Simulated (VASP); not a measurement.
A run of VASP 6.6.1:

File INCAR:

```
ALGO = Normal ; EDIFF = 1E-7
EDIFFG = -0.04 ; ENCUT = 600
GGA = PE ; IBRION = 2
ISIF = 3 ; ISMEAR = 0
LASPH = True ; LCHARG = False
LREAL = False ; LWAVE = False
NELM = 100 ; NSW = 90
PREC = Accurate ; SIGMA = 0.1
```

KPOINTS

```
k-points
0
Gamma
  4 4 4
```

The input POSCAR:

```
AsSe4
1.0
   -3.6816751100      3.6816751100      2.2648879400
    3.6816751100     -3.6816751100      2.2648879400
    3.6816751100      3.6816751100     -2.2648879400
As Se
1 4
Direct
    0.0000000000      0.0000000000      0.0000000000
    0.7971775700      0.6023538900      0.3995314500
    0.2028224300      0.3976461100      0.6004685500
    0.6023538900      0.2028224300      0.8051763200
    0.3976461100      0.7971775700      0.1948236800
```

Potentials or basis: VASP PAW PBE potentials, release 64 (As, Se).

The run is started by

```sh
$ cat potpaw_PBE.64/As/POTCAR potpaw_PBE.64/Se/POTCAR > POTCAR
$ mpirun -np 1 vasp_std > vasp.out
```

Hardware: 1 thread of Intel(R) Xeon(R) Platinum 8259CL CPU @ 2.50GHz (Skylake/Cascade Lake) (shared host).

How long does it take, and how much memory?

It took 24 min on 1 thread of Intel(R) Xeon(R) Platinum 8259CL CPU @ 2.50GHz (Skylake/Cascade Lake), on a shared host, peak memory 0.36 GiB. Counts: scf iterations 360, k points 14, ion steps 38.
